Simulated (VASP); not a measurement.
# Na (Immm) in VASP: further runs

Runs on Na. Level: LDA. Tasks: single point.

All numbers are computed with VASP 6.6.1; they aren't measurements. Logs are shortened: lines on timing, memory, paths and dates and some standing lists are left out, and cuts for length are marked.

## Step 1: The cell of the first run

Symmetry: Immm, No. 71, orthorhombic system. The conventional cell has a = 3.210 Å, b = 3.777 Å, c = 5.275 Å, α = 90.00°, β = 90.00°, γ = 90.00°. Within 4.2 Å of Na (site symmetry mmm) lie 12 Na at 3.21 to 3.78 Å.

## Step 2: Single point, LDA (strain -0.1500 x Voigt [1, 0, 0, 0, 0, 0])

Input file INCAR:

```
SYSTEM = Na
ALGO = Fast
EDIFF = 1E-7
ENCUT = 520
ISIF = 2
ISMEAR = 0
LASPH = .True.
LCHARG = .False.
LREAL = .False.
LWAVE = .False.
NBANDS = 10
NELM = 100
PREC = Accurate
SIGMA = 0.15
```

Input file KPOINTS:

```
k-points
0
Gamma
  18 18 18
  0 0 0
```

Input file POSCAR:

```
Na
1.0
   -1.6050474180      1.8882910800      2.6372766800
    1.6050474180     -1.8882910800      2.6372766800
    1.6050474180      1.8882910800     -2.6372766800
Na
1
Direct
    0.0000000000      0.0000000000      0.0000000000
```

Potentials or basis: VASP PAW LDA potentials, release 64 (Na_pv).

On the command line:

```
$ cat potpaw_LDA.64/Na_pv/POTCAR > POTCAR
$ mpirun -np 1 vasp_std > vasp.out
```

OUTCAR:

```text
SYSTEM = Na
   EDIFF = 1E-7
   ENCUT = 520
   ISIF = 2
   ISMEAR = 0
   LASPH = .True.
   LREAL = .False.
   NELM = 100
   PREC = Accurate

 ion  position               nearest neighbor table
   1  0.000  0.000  0.000-

  LATTYP: Found a body centered orthorhombic cell.
 ALAT       =     3.2100948360
 B/A-ratio  =     1.1764705882
 C/A-ratio  =     1.6431144964

  Lattice vectors:

 A1 = (  -1.6050474180,   1.8882910800,   2.6372766800)
 A2 = (   1.6050474180,  -1.8882910800,   2.6372766800)
 A3 = (   1.6050474180,   1.8882910800,  -2.6372766800)

Analysis of symmetry for initial positions (statically):
=====================================================================
 Subroutine PRICEL returns:
 Original cell was already a primitive cell.

 Routine SETGRP: Setting up the symmetry group for a
 body centered orthorhombic supercell.

 Subroutine GETGRP returns: Found  8 space group operations
 (whereof  8 operations were pure point group operations)
 out of a pool of  8 trial point group operations.

The static configuration has the point symmetry D_2h.

Analysis of symmetry for dynamics (positions and initial velocities):
=====================================================================
 Subroutine PRICEL returns:
 Original cell was already a primitive cell.

 Routine SETGRP: Setting up the symmetry group for a
 body centered orthorhombic supercell.

 Subroutine GETGRP returns: Found  8 space group operations
 (whereof  8 operations were pure point group operations)
 out of a pool of  8 trial point group operations.

The dynamic configuration has the point symmetry D_2h.

 Subroutine INISYM returns: Found  8 space group operations
 (whereof  8 operations are pure point group operations),
 and found     1 'primitive' translations

----------------------------------------------------------------------------------------

                                     Primitive cell

  volume of cell :      31.9722

  direct lattice vectors                    reciprocal lattice vectors
    -1.605047418  1.888291080  2.637276680     0.000000000  0.264789685  0.189589512
     1.605047418 -1.888291080  2.637276680     0.311517276  0.000000000  0.189589512
     1.605047418  1.888291080 -2.637276680     0.311517276  0.264789685  0.000000000

  length of vectors
     3.618984485  3.618984485  3.618984485     0.325665105  0.364674097  0.408847882

  position of ions in fractional coordinates (direct lattice)
     0.000000000  0.000000000  0.000000000

  ion indices of the primitive-cell ions
[... 80 lines left out ...]
   ISIF   =      2    stress and relaxation
   ISYM   =      2    0-nonsym 1-usesym 2-fastsym
   POTIM  = 0.5000    time-step for ionic-motion
   TEBEG  =    0.0;   TEEND  =   0.0 temperature during run
   PSTRESS=    0.0 pullay stress
   NELECT =       7.0000    total number of electrons
   NUPDOWN=      -1.0000    fix difference up-down
   EMIN   =  10.00;   EMAX   =-10.00  energy-range for DOS
   EFERMI =   0.00;   METHOD = LEGACY
   ISMEAR =     0;   SIGMA  =   0.15  broadening in eV -4-tet -1-fermi 0-gaus
   EFERMI_NEDOS =   21; number of points for ismear=-14 and -15
   IALGO  =     68    algorithm
   IMIX   =      4    mixing-type and parameters
     AMIX     =   0.40;   BMIX     =  1.00
     AMIX_MAG =   1.60;   BMIX_MAG =  1.00
  volume/ion in A,a.u.               =      31.97       215.76
  Fermi-wavevector in a.u.,A,eV,Ry     =   0.986696  1.864585 13.246209  0.973569
  Thomas-Fermi vector in A             =   2.118096
   LORBIT       =      0    0 simple, 1 ext, 2 COOP (PROOUT), +10 PAW based schemes
   GGA     = CA    functional components
   LHFCALC =     F    Hartree Fock is set to
   AEXX    =    0.0000 exact exchange contribution
   IVDW    =     0    specifies the selected vdW correction
   LEPSILON=     F    determine dielectric tensor
   LRPA    =     F    only Hartree local field effects (RPA)
 non-spin polarized calculation
 RMM-DIIS sequential band-by-band and
 Gauss-broadening in eV      SIGMA  =   0.15
  energy-cutoff  :      520.00
  volume of cell :       31.97
 maximum number of plane-waves:       876
   NGX = 13   NGY = 13   NGZ = 13

 number of electron       7.0000000 magnetization

 Free energy of the ion-electron system (eV)
  ---------------------------------------------------
  ext. energy  EPLUGINS =         0.00000000
  ---------------------------------------------------
  free energy    TOTEN  =        -1.43115755 eV

  energy without entropy =       -1.42585731  energy(sigma->0) =       -1.42850743

 E-fermi :   0.6265     XC(G=0):  -7.1551

 val. band max:        0.6253467884   @ k =   0.5000   0.1111   0.0000
 cond. band min:       0.6279549375   @ k =   0.5000   0.2222   0.0556
 fundamental gap:      0.0026081491
 Fermi energy:         0.6264607944

 k-point     1 :       0.0000    0.0000    0.0000
  band No.  band energies     occupation
      1     -24.2625      2.00000
      2     -24.2617      2.00000
      3     -24.2584      2.00000
      4      -3.0012      2.00000
      5      10.9759      0.00000
      6      12.0396      0.00000
      7      12.4843      0.00000
      8      12.6309      0.00000
      9      14.7119      0.00000
     10      16.0241      0.00000
[... 287 lines left out ...]
 k-point    24 :      -0.2778    0.0556    0.0000
  band No.  band energies     occupation
      1     -24.2875      2.00000
      2     -24.2651      2.00000
      3     -24.2634      2.00000
      4      -1.8436      2.00000
      5       5.5368      0.00000
      6      10.0299      0.00000
      7      13.0481      0.00000
      8      13.8419      0.00000
      9      15.3316      0.00000
     10      15.7008      0.00000

 [... further k-points ...]

------------------------ aborting loop because EDIFF is reached ----------------------------------------

  FORCE on cell =-STRESS in cart. coord.  units (eV):
  Direction    XX          YY          ZZ          XY          YZ          ZX
  --------------------------------------------------------------------------------------
  -------------------------------------------------------------------------------------
  Total        0.4294832     -0.1403511      0.0176066      0.0000000      0.0000000      0.0000000
  in kB       21.5220820     -7.0332129      0.8822938      0.0000000      0.0000000      0.0000000
  external PRESSURE =       5.1237210 kB  Pullay stress =       0.0000000 kB

 VOLUME and BASIS-vectors are now :
 -----------------------------------------------------------------------------
  energy-cutoff  :      520.00
  volume of cell :       31.97
      direct lattice vectors                 reciprocal lattice vectors
    -1.605047418  1.888291080  2.637276680     0.000000000  0.264789685  0.189589512
     1.605047418 -1.888291080  2.637276680     0.311517276  0.000000000  0.189589512
     1.605047418  1.888291080 -2.637276680     0.311517276  0.264789685  0.000000000

 POSITION                                       TOTAL-FORCE (eV/Angst)
 -----------------------------------------------------------------------------------
      0.00000      0.00000      0.00000         0.000000      0.000000      0.000000
 -----------------------------------------------------------------------------------
    total drift:                                0.000000     -0.000000     -0.000000

  FREE ENERGIE OF THE ION-ELECTRON SYSTEM (eV)
  ---------------------------------------------------
  free  energy   TOTEN  =        -1.4311575523 eV

  energy  without entropy=       -1.4258573140  energy(sigma->0) =       -1.42850743
```

OSZICAR:

```text
N       E                     dE             d eps       ncg     rms          rms(c)
DAV:   1     0.282657748159E+02    0.28266E+02   -0.38277E+03 17340   0.600E+02
DAV:   2    -0.851206593636E+00   -0.29117E+02   -0.28965E+02 17898   0.151E+02
DAV:   3    -0.142984046201E+01   -0.57863E+00   -0.57824E+00 20662   0.229E+01
DAV:   4    -0.143402662983E+01   -0.41862E-02   -0.41858E-02 20356   0.193E+00
DAV:   5    -0.143407841648E+01   -0.51787E-04   -0.51786E-04 19504   0.211E-01    0.218E-01
RMM:   6    -0.143226601707E+01    0.18124E-02   -0.40230E-04 23383   0.229E-01    0.140E-01
RMM:   7    -0.143116413370E+01    0.11019E-02   -0.54469E-04 23930   0.212E-01    0.226E-02
RMM:   8    -0.143115350173E+01    0.10632E-04   -0.16030E-04 23710   0.213E-01    0.330E-03
RMM:   9    -0.143115699092E+01   -0.34892E-05   -0.32403E-05 26610   0.630E-02    0.279E-03
RMM:  10    -0.143115755165E+01   -0.56073E-06   -0.72062E-06 24599   0.456E-02    0.200E-03
RMM:  11    -0.143115749413E+01    0.57524E-07   -0.20389E-06 25784   0.164E-02    0.207E-04
RMM:  12    -0.143115755226E+01   -0.58135E-07   -0.57001E-07 18532   0.105E-02
   1 F= -.14311576E+01 E0= -.14285074E+01  d E =-.530024E-02
```

stdout:

```text
POSCAR found type information on POSCAR Na
 POSCAR found :  1 types and       1 ions
 scaLAPACK will be used
 LDA part: xc-table for (Slater(with rela. corr.)+CA(PZ))
 , standard interpolation
 POSCAR, INCAR and KPOINTS ok, starting setup
 FFT: planning ... GRIDC
 FFT: planning ... GRID_SOFT
 FFT: planning ... GRID
 WAVECAR not read
 entering main loop
WARNING in EDDRMM: call to ZHEGV failed, returncode =   8  4     10
WARNING in EDDRMM: call to ZHEGV failed, returncode =   8  4     10
WARNING in EDDRMM: call to ZHEGV failed, returncode =   8  4      9
WARNING in EDDRMM: call to ZHEGV failed, returncode =   8  4     10
WARNING in EDDRMM: call to ZHEGV failed, returncode =   8  4     10
WARNING in EDDRMM: call to ZHEGV failed, returncode =   8  4     10
WARNING in EDDRMM: call to ZHEGV failed, returncode =   8  4      9
WARNING in EDDRMM: call to ZHEGV failed, returncode =   8  4     10
```

Wall time 8.5 min (1 thread of Oxide Virtual Turin-like, shared host); peak memory 0.28 GiB.

Results:

- Free energy: -1.4312 eV
- Pressure: 0.5 GPa
- Band gap on the k mesh: zero (an odd number of electrons rules out a gap without spin polarisation)

Caveat: the cell differs from its parent crystal (strain -0.1500 x Voigt [1, 0, 0, 0, 0, 0]).

## Step 3: Single point, LDA (strain -0.1125 x Voigt [1, 0, 0, 0, 0, 0])

Input file INCAR:

```
SYSTEM = Na
PREC = Accurate ; ENCUT = 520
EDIFF = 1E-6 ; ISMEAR = 0
SIGMA = 0.15 ; LREAL = .FALSE.
LASPH = .TRUE. ; NELM = 80
ALGO = Fast ; ISIF = 2
LWAVE = .FALSE. ; LCHARG = .TRUE.
LELF = .TRUE. ; LVHAR = .TRUE.
NBANDS = 10
```

Input file KPOINTS:

```
regular mesh
0
G
  18 18 18
  0 0 0
```

Input file POSCAR:

```
Na
1.0
   -1.6758583335      1.8882910800      2.6372766800
    1.6758583335     -1.8882910800      2.6372766800
    1.6758583335      1.8882910800     -2.6372766800
Na
1
Direct
    0.0000000000      0.0000000000      0.0000000000
```

Potentials or basis: VASP PAW LDA potentials, release 64 (Na_pv).

On the command line:

```
$ cat potpaw_LDA.64/Na_pv/POTCAR > POTCAR
$ mpirun -np 1 vasp_std > vasp.out
```

Wall time 5.9 min (1 thread of Oxide Virtual Turin-like, shared host); peak memory 0.29 GiB.

Results (log left out):

- Free energy: -1.4454 eV
- Pressure: -0.1 GPa
- Band gap on the k mesh: zero (an odd number of electrons rules out a gap without spin polarisation)

Stress tensor (GPa, compression positive):
```
 0.97  0.00  0.00
 0.00 -0.90  0.00
 0.00  0.00 -0.34
```

Levels at points of the mesh, in eV from the Fermi level:
```csv
k point,band 1,band 2,band 3,band 4,band 5,band 6,band 7,band 8
"(0.00, 0.00, 0.00)",-24.89,-24.89,-24.89,-3.52,10.51,11.34,11.98,12.12
"(0.50, 0.00, 0.00)",-24.93,-24.89,-24.89,0.31,0.64,10.12,10.90,12.22
"(0.00, 0.50, 0.00)",-24.96,-24.90,-24.89,0.90,1.42,10.01,10.48,11.30
"(0.50, 0.50, 0.00)",-24.95,-24.91,-24.91,2.08,2.65,6.47,7.45,7.49
"(0.50, 0.50, 0.50)",-24.94,-24.91,-24.90,1.54,2.12,6.49,6.62,9.49
```

Caveat: the cell differs from its parent crystal (strain -0.1125 x Voigt [1, 0, 0, 0, 0, 0]).

## Step 4: Single point, LDA (strain +0.1125 x Voigt [1, 0, 0, 0, 0, 0])

Input file INCAR:

```
SYSTEM = Na
PREC = Accurate
ENCUT = 520
EDIFF = 1E-6
ISMEAR = 0
SIGMA = 0.15
LREAL = .FALSE.
LASPH = .TRUE.
NELM = 100
ALGO = Fast
ISIF = 2
LWAVE = .FALSE.
LCHARG = .TRUE.
LELF = .TRUE.
LVHAR = .TRUE.
NBANDS = 10
```

Input file KPOINTS:

```
Automatic mesh
0
G
  18 18 18
  0 0 0
```

Input file POSCAR:

```
Na
1.0
   -2.1007238265      1.8882910800      2.6372766800
    2.1007238265     -1.8882910800      2.6372766800
    2.1007238265      1.8882910800     -2.6372766800
Na
1
Direct
    0.0000000000      0.0000000000      0.0000000000
```

On the command line:

```
$ cat potpaw_LDA.64/Na_pv/POTCAR > POTCAR
$ mpirun -np 1 vasp_std > vasp.out
```

Run time: 6.3 min. Hardware: 1 thread of Oxide Virtual Turin-like, shared host; peak memory 0.34 GiB.

Results (log left out):

| Property | Result |
| --- | --- |
| Free energy | -1.4096 eV |
| Pressure | -1.3 GPa |
| Band gap on the k mesh | zero (an odd number of electrons rules out a gap without spin polarisation) |

Stress tensor (GPa, compression positive):
```
-1.66  0.00  0.00
 0.00 -0.94  0.00
 0.00  0.00 -1.35
```

Levels at points of the mesh, in eV from the Fermi level:
```csv
k point,band 2,band 3,band 4,band 5,band 6,band 7
"(0.00, 0.00, 0.00)",-25.06,-25.06,-3.04,9.42,10.34,10.54
"(0.50, 0.00, 0.00)",-25.06,-25.06,0.79,1.11,8.37,8.98
"(0.00, 0.50, 0.00)",-25.06,-25.06,0.39,0.51,9.86,9.93
"(0.50, 0.50, 0.00)",-25.07,-25.06,1.47,1.95,6.18,6.73
"(0.50, 0.50, 0.50)",-25.07,-25.07,2.07,2.58,5.11,5.29
```

Caveat: the cell differs from its parent crystal (strain +0.1125 x Voigt [1, 0, 0, 0, 0, 0]).

## Step 5: Overview

| cell | further INCAR settings | gap on the mesh (eV) | pressure (GPa) |
| --- | --- | --- | --- |
| a = 3.619 Å, angles 127.3, 117.1, 86.4°, 1 atom | ALGO = Fast; EDIFF = 1e-07; NBANDS = 10 | none | 0.5 |
| a = 3.651 Å, angles 125.4, 117.7, 87.5°, 1 atom | ALGO = Fast; EDIFF = 1e-06; NBANDS = 10 | none | -0.1 |
| a = 3.864 Å, angles 114.1, 121.5, 93.9°, 1 atom | ALGO = Fast; EDIFF = 1e-06; NBANDS = 10 | none | -1.3 |

Alike in all rows: task single point; level LDA; potentials or basis VASP PAW LDA potentials, release 64 (Na_pv); no spin polarisation; k mesh 18 × 18 × 18; cutoff (eV) 520; smearing gaussian 0.15 eV.

Absolute energies hang on the potentials; compare differences alone.
